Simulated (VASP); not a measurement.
# Ga6Si (Pm-3m) in VASP: a series of runs

Ga6Si is run at these levels: PBE; tasks: single point, relaxation of cell and atoms.

Everything below comes from runs of VASP 6.6.1. Logs are shortened: lines on timing, memory, paths and dates and some standing lists are left out, and cuts for length are marked.

### 1 The cell of the first run

Symmetry: Pm-3m, No. 221, cubic system. Conventional cell: a = 6.019 Å, b = 6.019 Å, c = 6.019 Å, α = 90.00°, β = 90.00°, γ = 90.00°. Ga (site symmetry 4mm) has 5 Ga at 2.33 to 2.61 Å within 3.1 Å. Si (site symmetry m-3m) has 24 Ga at 4.41 Å and 6 Si at 6.02 Å within 6.1 Å.

The cell was generated, and may not be a known phase.

### 2 Single point, PBE

Contents of INCAR:

```
SYSTEM = Ga6Si
  ALGO = Normal
  EDIFF = 1E-6
  ENCUT = 520
  GGA = PE
  ISIF = 2
  ISMEAR = 0
  LASPH = .TRUE.
  LCHARG = .FALSE.
  LREAL = .FALSE.
  LWAVE = .FALSE.
  NBANDS = 50
  NELM = 100
  PREC = Accurate
  SIGMA = 0.1
```

Contents of KPOINTS:

```
k-points
0
G
  4 4 4
  0 0 0
```

Contents of POSCAR:

```
Ga6Si
1.0
    6.0192021399      0.0000000000      0.0000000000
    0.0000000000      6.0192021399      0.0000000000
    0.0000000000      0.0000000000      6.0192021399
Ga Si
6 1
Direct
    0.5000000000      0.5000000000      0.1937023501
    0.5000000000      0.5000000000      0.8062976499
    0.1937023501      0.5000000000      0.5000000000
    0.8062976499      0.5000000000      0.5000000000
    0.5000000000      0.1937023501      0.5000000000
    0.5000000000      0.8062976499      0.5000000000
    0.0000000000      0.0000000000      0.0000000000
```

Potentials or basis: VASP PAW PBE potentials, release 64 (Ga_d, Si).

Started as:

```
$ cat potpaw_PBE.64/Ga_d/POTCAR potpaw_PBE.64/Si/POTCAR > POTCAR
$ mpirun -np 1 vasp_std > vasp.out
```

OUTCAR:

```text
SYSTEM = Ga6Si
   EDIFF = 1E-6
   ENCUT = 520
   GGA = PE
   ISIF = 2
   ISMEAR = 0
   LASPH = .TRUE.
   LREAL = .FALSE.
   NELM = 100
   PREC = Accurate

 ion  position               nearest neighbor table
   1  0.500  0.500  0.194-   2 2.33   3 2.61   4 2.61   5 2.61   6 2.61
   2  0.500  0.500  0.806-   1 2.33   3 2.61   4 2.61   5 2.61   6 2.61
   3  0.194  0.500  0.500-   4 2.33   2 2.61   1 2.61   5 2.61   6 2.61
   4  0.806  0.500  0.500-   3 2.33   2 2.61   1 2.61   5 2.61   6 2.61
   5  0.500  0.194  0.500-   6 2.33   2 2.61   3 2.61   4 2.61   1 2.61
   6  0.500  0.806  0.500-   5 2.33   2 2.61   3 2.61   4 2.61   1 2.61
   7  0.000  0.000  0.000-

  LATTYP: Found a simple cubic cell.
 ALAT       =     6.0192021399

  Lattice vectors:

 A1 = (   6.0192021399,   0.0000000000,   0.0000000000)
 A2 = (   0.0000000000,   6.0192021399,   0.0000000000)
 A3 = (   0.0000000000,   0.0000000000,   6.0192021399)

Analysis of symmetry for initial positions (statically):
=====================================================================
 Subroutine PRICEL returns:
 Original cell was already a primitive cell.

 Routine SETGRP: Setting up the symmetry group for a
 simple cubic supercell.

 Subroutine GETGRP returns: Found 48 space group operations
 (whereof 48 operations were pure point group operations)
 out of a pool of 48 trial point group operations.

The static configuration has the point symmetry O_h .

Analysis of symmetry for dynamics (positions and initial velocities):
=====================================================================
 Subroutine PRICEL returns:
 Original cell was already a primitive cell.

 Routine SETGRP: Setting up the symmetry group for a
 simple cubic supercell.

 Subroutine GETGRP returns: Found 48 space group operations
 (whereof 48 operations were pure point group operations)
 out of a pool of 48 trial point group operations.

The dynamic configuration has the point symmetry O_h .

 Subroutine INISYM returns: Found 48 space group operations
 (whereof 48 operations are pure point group operations),
 and found     1 'primitive' translations

----------------------------------------------------------------------------------------

                                     Primitive cell

  volume of cell :     218.0805

  direct lattice vectors                    reciprocal lattice vectors
     6.019202140  0.000000000  0.000000000     0.166134975  0.000000000  0.000000000
     0.000000000  6.019202140  0.000000000     0.000000000  0.166134975  0.000000000
     0.000000000  0.000000000  6.019202140     0.000000000  0.000000000  0.166134975

  length of vectors
     6.019202140  6.019202140  6.019202140     0.166134975  0.166134975  0.166134975

  position of ions in fractional coordinates (direct lattice)
     0.500000000  0.500000000  0.193702350
     0.500000000  0.500000000  0.806297650
     0.193702350  0.500000000  0.500000000
     0.806297650  0.500000000  0.500000000
     0.500000000  0.193702350  0.500000000
     0.500000000  0.806297650  0.500000000
     0.000000000  0.000000000  0.000000000

  ion indices of the primitive-cell ions
   primitive index   ion index
                 1           1
                 2           2
                 3           3
                 4           4
                 5           5
                 6           6
                 7           7

----------------------------------------------------------------------------------------

 KPOINTS: k-points

Automatic generation of k-mesh.
 Grid dimensions read from file:
 generate k-points for:    4    4    4

 Generating k-lattice:

  Cartesian coordinates                     Fractional coordinates (reciprocal lattice)
     0.041533744  0.000000000  0.000000000     0.250000000  0.000000000  0.000000000
     0.000000000  0.041533744  0.000000000     0.000000000  0.250000000  0.000000000
     0.000000000  0.000000000  0.041533744     0.000000000  0.000000000  0.250000000

  Length of vectors
     0.041533744  0.041533744  0.041533744

  Shift w.r.t. Gamma in fractional coordinates (k-lattice)
     0.000000000  0.000000000  0.000000000

 Subroutine IBZKPT returns following result:
 ===========================================

 Found     10 irreducible k-points:

 Following reciprocal coordinates:
            Coordinates               Weight
  0.000000  0.000000  0.000000      1.000000
  0.250000  0.000000  0.000000      6.000000
  0.500000  0.000000  0.000000      3.000000
  0.250000  0.250000  0.000000     12.000000
  0.500000  0.250000  0.000000     12.000000
  0.500000  0.500000  0.000000      3.000000
  0.250000  0.250000  0.250000      8.000000
  0.500000  0.250000  0.250000     12.000000
  0.500000  0.500000  0.250000      6.000000
  0.500000  0.500000  0.500000      1.000000
   k-points           NKPTS =     10   k-points in BZ     NKDIM =     10   number of bands    NBANDS=     50
[... 79 lines left out ...]
      5     -13.3129      2.00000
      6     -13.3129      2.00000
[... 42 lines left out ...]
     49       5.4450      0.00000
     50       5.4450      0.00000

 k-point     2 :       0.2500    0.0000    0.0000
  band No.  band energies     occupation
      1     -13.6873      2.00000
      2     -13.4231      2.00000
      3     -13.3730      2.00000
      4     -13.3730      2.00000
      5     -13.3123      2.00000
      6     -13.3048      2.00000
[... 42 lines left out ...]
     49       5.9292      0.00000
     50       5.9298      0.00000

 k-point     3 :       0.5000    0.0000    0.0000
  band No.  band energies     occupation
      1     -13.6355      2.00000
      2     -13.4834      2.00000
      3     -13.3800      2.00000
      4     -13.3800      2.00000
      5     -13.3187      2.00000
      6     -13.3187      2.00000
[... 42 lines left out ...]
     49       4.8959      0.00000
     50       7.3784      0.00000

 k-point     4 :       0.2500    0.2500    0.0000
  band No.  band energies     occupation
      1     -13.6506      2.00000
      2     -13.4242      2.00000
      3     -13.4197      2.00000
      4     -13.3741      2.00000
      5     -13.3571      2.00000
      6     -13.3405      2.00000
[... 42 lines left out ...]
     49       5.3936      0.00000
     50       5.9963      0.00000

 k-point     5 :       0.5000    0.2500    0.0000
  band No.  band energies     occupation
      1     -13.5950      2.00000
      2     -13.4785      2.00000
      3     -13.4197      2.00000
      4     -13.3835      2.00000
      5     -13.3785      2.00000
      6     -13.3557      2.00000
[... 42 lines left out ...]
     49       5.7417      0.00000
     50       6.0195      0.00000

 k-point     6 :       0.5000    0.5000    0.0000
  band No.  band energies     occupation
      1     -13.5225      2.00000
      2     -13.4613      2.00000
      3     -13.4582      2.00000
      4     -13.4582      2.00000
      5     -13.3770      2.00000
      6     -13.3770      2.00000
[... 42 lines left out ...]
     49       6.2048      0.00000
     50       7.5808      0.00000

 k-point     7 :       0.2500    0.2500    0.2500
  band No.  band energies     occupation
      1     -13.6140      2.00000
      2     -13.4226      2.00000
      3     -13.4226      2.00000
      4     -13.4195      2.00000
      5     -13.3759      2.00000
      6     -13.3759      2.00000
[... 42 lines left out ...]
     49       5.2078      0.00000
     50       5.9601      0.00000

 k-point     8 :       0.5000    0.2500    0.2500
  band No.  band energies     occupation
      1     -13.5563      2.00000
      2     -13.4747      2.00000
      3     -13.4280      2.00000
      4     -13.4081      2.00000
      5     -13.4050      2.00000
      6     -13.3915      2.00000
[... 42 lines left out ...]
     49       5.7779      0.00000
     50       5.9242      0.00000

 k-point     9 :       0.5000    0.5000    0.2500
  band No.  band energies     occupation
      1     -13.4837      2.00000
      2     -13.4603      2.00000
      3     -13.4586      2.00000
      4     -13.4586      2.00000
      5     -13.4124      2.00000
      6     -13.4124      2.00000
[... 42 lines left out ...]
     49       6.1205      0.00000
     50       6.2771      0.00000

 k-point    10 :       0.5000    0.5000    0.5000
  band No.  band energies     occupation
      1     -13.4594      2.00000
      2     -13.4594      2.00000
      3     -13.4594      2.00000
      4     -13.4334      2.00000
      5     -13.4334      2.00000
      6     -13.4334      2.00000
[... 42 lines left out ...]
     49       6.3575      0.00000
     50       6.3575      0.00000

------------------------ aborting loop because EDIFF is reached ----------------------------------------

  FORCE on cell =-STRESS in cart. coord.  units (eV):
  Direction    XX          YY          ZZ          XY          YZ          ZX
  --------------------------------------------------------------------------------------
  -------------------------------------------------------------------------------------
  Total        0.0554391      0.0554391      0.0554391      0.0000000      0.0000000      0.0000000
  in kB        0.4072958      0.4072958      0.4072958      0.0000000      0.0000000      0.0000000
  external PRESSURE =       0.4072958 kB  Pullay stress =       0.0000000 kB

 VOLUME and BASIS-vectors are now :
 -----------------------------------------------------------------------------
  energy-cutoff  :      520.00
  volume of cell :      218.08
      direct lattice vectors                 reciprocal lattice vectors
     6.019202140  0.000000000  0.000000000     0.166134975  0.000000000  0.000000000
     0.000000000  6.019202140  0.000000000     0.000000000  0.166134975  0.000000000
     0.000000000  0.000000000  6.019202140     0.000000000  0.000000000  0.166134975

 POSITION                                       TOTAL-FORCE (eV/Angst)
 -----------------------------------------------------------------------------------
      3.00960      3.00960      1.16593        -0.000000     -0.000000     -0.010869
      3.00960      3.00960      4.85327         0.000000      0.000000      0.010869
      1.16593      3.00960      3.00960        -0.010869      0.000000      0.000000
      4.85327      3.00960      3.00960         0.010869     -0.000000      0.000000
      3.00960      1.16593      3.00960         0.000000     -0.010869      0.000000
      3.00960      4.85327      3.00960        -0.000000      0.010869      0.000000
      0.00000      0.00000      0.00000         0.000000      0.000000      0.000000
 -----------------------------------------------------------------------------------
    total drift:                                0.000000     -0.000000      0.000000

  FREE ENERGIE OF THE ION-ELECTRON SYSTEM (eV)
  ---------------------------------------------------
  free  energy   TOTEN  =       -17.1461363361 eV

  energy  without entropy=      -17.0972606870  energy(sigma->0) =      -17.12169851
```

Wall time 79 s (1 thread of AMD EPYC 9R45 (Zen 5), shared host); peak memory 0.32 GiB.

What came out:

* Free energy: -17.1461 eV
* Pressure: 0.0 GPa
* Largest force: 0.011 eV/Å
* Band gap on the k mesh: zero (bands 41 and 42 overlap by 0.28 eV)

Forces in eV/Å, atoms in the order of the input:
```
Ga   0.000  0.000 -0.011
Ga   0.000  0.000  0.011
Ga  -0.011  0.000  0.000
Ga   0.011  0.000  0.000
Ga   0.000 -0.011  0.000
Ga   0.000  0.011  0.000
Si   0.000  0.000  0.000
```

Levels at points of the mesh, in eV from the Fermi level:
```
           k point  band 39  band 40  band 41  band 42  band 43  band 44
(0.00, 0.00, 0.00)     0.08     0.08     0.08     0.79     0.79     0.79
(0.50, 0.00, 0.00)    -0.98    -0.60     0.11     0.86     0.86     0.87
(0.50, 0.50, 0.00)    -0.55    -0.52    -0.52     0.04     0.04     0.08
(0.50, 0.50, 0.50)    -0.03    -0.03    -0.03     1.04     1.04     1.04
```

### 3 Relaxation of cell and atoms, PBE

This run uses another cell than the first one, of 18.35 Å³/atom.

Contents of INCAR:

```
SYSTEM = Ga6Si
  PREC = Accurate
  ENCUT = 600
  EDIFF = 1E-7
  ISMEAR = 0
  SIGMA = 0.1
  LREAL = .FALSE.
  LASPH = .TRUE.
  NELM = 100
  ALGO = Normal
  ISIF = 3
  LWAVE = .FALSE.
  LCHARG = .FALSE.
  GGA = PE
  IBRION = 2
  NSW = 90
  EDIFFG = -0.04
```

Contents of KPOINTS:

```
Automatic mesh
0
G
  4 4 4
  0 0 0
```

Contents of POSCAR:

```
Ga6Si
1.0
    5.0453250800      0.0000000000      0.0000000000
    0.0000000000      5.0453250800      0.0000000000
    0.0000000000      0.0000000000      5.0453250800
Ga Si
6 1
Direct
    0.5000000000      0.5000000000      0.2000000000
    0.5000000000      0.5000000000      0.8000000000
    0.2000000000      0.5000000000      0.5000000000
    0.8000000000      0.5000000000      0.5000000000
    0.5000000000      0.2000000000      0.5000000000
    0.5000000000      0.8000000000      0.5000000000
    0.0000000000      0.0000000000      0.0000000000
```

Potentials or basis: VASP PAW PBE potentials, release 64 (Ga_d, Si).

Started as:

```
$ cat potpaw_PBE.64/Ga_d/POTCAR potpaw_PBE.64/Si/POTCAR > POTCAR
$ mpirun -np 1 vasp_std > vasp.out
```

Run time: 9.8 min. Hardware: 1 thread of AMD EPYC 9R45 (Zen 5), shared host; peak memory 0.25 GiB.

It converged, with:

```
Free energy                           : -17.1119 eV
Relaxed volume                        : 31.02 Å³/atom
Relaxed cell                          : a = 6.011 Å, b = 6.011 Å, c = 6.011 Å, α = 90.00°, β = 90.00°, γ = 90.00°
Space group after relaxing (to 0.1 Å) : Pm-3m (No. 221)
Energy gained by relaxing             : 1543.0 meV/atom
Ionic steps                           : 14
Pressure after relaxing               : 0.0 GPa
Band gap on the k mesh                : zero (bands 41 and 42 overlap by 0.28 eV)
```

The path:
| step | energy change (eV) | largest force (eV/Å) | pressure (GPa) | volume (Å³) |
| --- | --- | --- | --- | --- |
| 1 | 0.0000 | 6.1562 | 60.91 | 128.43 |
| 2 | -0.4430 | 12.0161 | 5.89 | 306.61 |
| 3 | -2.2278 | 11.5090 | 5.76 | 274.72 |
| 4 | -3.8071 | 11.0466 | 5.13 | 248.16 |
| 5 | -6.9178 | 8.9994 | 13.40 | 181.78 |
| 6 | -8.2921 | 0.6760 | -2.36 | 340.25 |
| 7 | -8.9522 | 0.8362 | -2.86 | 310.98 |
| 8 | -9.6134 | 0.7765 | -2.95 | 285.03 |
| 9 | -10.6998 | 0.5910 | -1.69 | 229.55 |
| 10 | -10.6881 | 1.0957 | -0.60 | 221.05 |
| 11 | -10.7079 | 0.7839 | -1.26 | 225.98 |
| 12 | -10.7942 | 0.1438 | 0.51 | 213.95 |
| 13 | -10.7951 | 0.2086 | 0.34 | 215.01 |
| 14 | -10.8013 | 0.0014 | 0.01 | 217.17 |

Final structure:
```cif
data_structure
_symmetry_space_group_name_H-M 'P 1'
_symmetry_Int_Tables_number 1
_cell_length_a 6.0108
_cell_length_b 6.0108
_cell_length_c 6.0108
_cell_angle_alpha 90.000
_cell_angle_beta 90.000
_cell_angle_gamma 90.000
_cell_volume 217.17
loop_
_atom_site_label
_atom_site_type_symbol
_atom_site_fract_x
_atom_site_fract_y
_atom_site_fract_z
_atom_site_occupancy
Ga1 Ga 0.50000 0.50000 0.19362 1
Ga2 Ga 0.50000 0.50000 0.80638 1
Ga3 Ga 0.19362 0.50000 0.50000 1
Ga4 Ga 0.80638 0.50000 0.50000 1
Ga5 Ga 0.50000 0.19362 0.50000 1
Ga6 Ga 0.50000 0.80638 0.50000 1
Si1 Si 0.00000 0.00000 0.00000 1
```

Levels at points of the mesh, in eV from the Fermi level:
```csv
k point,band 39,band 40,band 41,band 42,band 43,band 44
"(0.00, 0.00, 0.00)",0.08,0.08,0.08,0.80,0.80,0.80
"(0.50, 0.00, 0.00)",-0.98,-0.60,0.11,0.87,0.87,0.87
"(0.50, 0.50, 0.00)",-0.55,-0.52,-0.52,0.04,0.04,0.08
"(0.50, 0.50, 0.50)",-0.03,-0.03,-0.03,1.05,1.05,1.05
```

Caveat: the volume moved by over 15 % at a fixed basis, so the end points are rough.

### 4 Single point, PBE

This run uses another cell than the first one, of 18.35 Å³/atom.

Contents of INCAR:

```
SYSTEM = Ga6Si
  PREC = Accurate
  ENCUT = 520
  EDIFF = 1E-7
  ISMEAR = 0
  SIGMA = 0.1
  LREAL = .FALSE.
  LASPH = .TRUE.
  NELM = 100
  ALGO = Normal
  ISIF = 2
  LWAVE = .FALSE.
  LCHARG = .FALSE.
  GGA = PE
  NBANDS = 50
```

KPOINTS is that of step 3.

POSCAR is that of step 3.

Started as:

```
$ cat potpaw_PBE.64/Ga_d/POTCAR potpaw_PBE.64/Si/POTCAR > POTCAR
$ mpirun -np 1 vasp_std > vasp.out
```

Wall time 60 s (1 thread of AMD EPYC 9R45 (Zen 5), shared host); peak memory 0.22 GiB.

The run converged. Its results:

```
Free energy            : -6.3110 eV
Pressure               : 60.9 GPa
Largest force          : 6.157 eV/Å
Band gap on the k mesh : zero (bands 41 and 42 overlap by 0.75 eV)
```

Forces in eV/Å, atoms in the order of the input:
```
Ga   0.000  0.000 -6.157
Ga   0.000  0.000  6.157
Ga  -6.157  0.000  0.000
Ga   6.157  0.000  0.000
Ga   0.000 -6.157  0.000
Ga   0.000  6.157  0.000
Si   0.000  0.000  0.000
```

Levels at points of the mesh, in eV from the Fermi level:
```csv
k point,band 37,band 38,band 39,band 40,band 41,band 42,band 43,band 44
"(0.00, 0.00, 0.00)",-5.41,-4.05,0.21,0.21,0.21,0.52,0.52,0.52
"(0.50, 0.00, 0.00)",-5.27,-2.27,-2.27,-0.65,0.58,0.70,0.96,1.42
"(0.50, 0.50, 0.00)",-2.35,-1.61,-1.61,-0.71,-0.71,-0.16,0.02,0.02
"(0.50, 0.50, 0.50)",-4.05,-4.05,0.28,0.28,0.28,1.97,1.97,1.97
```

Caveat: the cell stands under pressure; forces of over 1 eV/Å act on the atoms, so gaps and moduli don't describe the material at rest.

### 5 Summary

```csv
task,cell,cutoff (eV),gap on the mesh (eV),pressure (GPa),largest force (eV/Å)
single point,"a = 6.019 Å, 7 atoms, atomic positions A",520,none,0.0,0.01
relaxation of cell and atoms,"relaxed from a = 5.045 Å, 7 atoms, atomic positions B",600,none,0.0,-
single point,"a = 5.045 Å, 7 atoms, atomic positions B",520,none,60.9,6.16
```

Alike in all rows: level PBE; potentials or basis VASP PAW PBE potentials, release 64 (Ga_d, Si); no spin polarisation; k mesh 4 × 4 × 4; smearing gaussian 0.1 eV.

Caveats: the volume moved by over 15 % at a fixed basis, so the end points are rough (at least some runs); the cell stands under pressure (at least some runs); forces of over 1 eV/Å act on the atoms, so gaps and moduli don't describe the material at rest (at least some runs).

Absolute energies hang on the potentials; compare differences alone.
